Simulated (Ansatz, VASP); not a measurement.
# Br in VASP and in Ansatz

```
CELL_PARAMETERS angstrom
3.33500 -2.24000 0.00000
3.33500 2.24000 0.00000
0.00000 0.00000 8.72000
ATOMIC_POSITIONS crystal
Br 0.13381 0.86619 0.11720
Br 0.63381 0.36619 0.38280
Br 0.86619 0.13381 0.88280
Br 0.36619 0.63381 0.61720
```

Alike in both runs: functional PBE; k mesh 8 × 8 × 4; occupations fermi-dirac, width 0.05 eV; no spin polarisation.

Ansatz relaxed the structure, and its values are those at the end. VASP's run is a single point on that final structure, the one shown.

```csv
,VASP,Ansatz
version,VASP 6.6.1,Ansatz 0.2.0
potentials or method,"VASP PAW PBE potentials, release 64 (Br)","plane-wave PAW, scalar-relativistic"
plane-wave cutoff (eV),520,420
valence electrons in the cell,28,28
```

Ansatz gave:

```
pressure (GPa)                     : 0.5
rms of the force components (eV/Å) : 0.013
```

Question: What did VASP give for the same quantities?

Answer: Pressure (GPa): 0.5; rms of the force components (eV/Å): 0.017.

Ansatz's warnings: stress scf threshold loose.
